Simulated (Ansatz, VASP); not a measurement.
One calculation of Pb, two programs

```
Pb
1.0
     0.00000    2.43755    2.43755
     2.43755    0.00000    2.43755
     2.43755    2.43755    0.00000
Pb
1
Direct
  0.00000 0.00000 0.00000
```

Alike in both runs: task single point; functional LDA; k mesh 11 × 11 × 11; occupations fermi-dirac, width 0.1 eV; no spin polarisation.

|  | VASP | Ansatz |
| --- | --- | --- |
| version | VASP 6.6.1 | Ansatz 0.2.0 |
| potentials or method | VASP PAW LDA potentials, release 64 (Pb_d), cutoff 520 eV | plane waves (600 eV) with PAW, scalar-relativistic |
| valence electrons in the cell | 14 | 14 |

```tsv
	VASP	Ansatz	Ansatz less VASP
pressure (GPa)	0.0	0.0	-0.07
```

Ansatz warns that its potentials were made for another functional, while VASP's fit it. LDA's correlation is that of Perdew and Zunger in VASP and of Perdew and Wang (1992) in Ansatz.

Neither program's run includes spin-orbit coupling.
